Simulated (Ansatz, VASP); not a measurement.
**La2HfO2: VASP beside Ansatz**

```
La Hf O
1.0
     3.80479    0.00000    0.00000
    -1.90240    3.29504    0.00000
     0.00000    0.00000    9.12809
La Hf O
2 1 2
Direct
  0.00000 0.00000 0.65018
  0.00000 0.00000 0.34982
  0.00000 0.00000 0.00000
  0.33333 0.66667 0.50000
  0.66667 0.33333 0.50000
```

Alike in both runs: functional PBE; k mesh 6 × 6 × 2; occupations gaussian, width 0.1 eV; no spin polarisation.

Ansatz relaxed the structure, and its values are those at the end. VASP's run is a single point on that final structure, the one shown.

|  | VASP | Ansatz |
| --- | --- | --- |
| version | VASP 6.6.1 | Ansatz 0.2.0 |
| potentials or method | VASP PAW PBE potentials, release 64 (La, Hf_pv, O), cutoff 520 eV | scalar-relativistic, plane waves, PAW |
| valence electrons in the cell | 44 | 60 |

|  | VASP | Ansatz | Ansatz less VASP |
| --- | --- | --- | --- |
| gap on the k mesh at the Fermi level (eV) | none | none | - |
| pressure (GPa) | -0.2 | 0.0 | +0.18 |

A gap of «none» marks a metal or a gap that the smearing closes. The functional is the same, so the differences come from potentials, cutoffs and numerics. VASP's potentials hold 44 valence electrons a cell and Ansatz's 60, so a difference there can come from the potentials and not from the codes.

Spin-orbit coupling is off throughout.
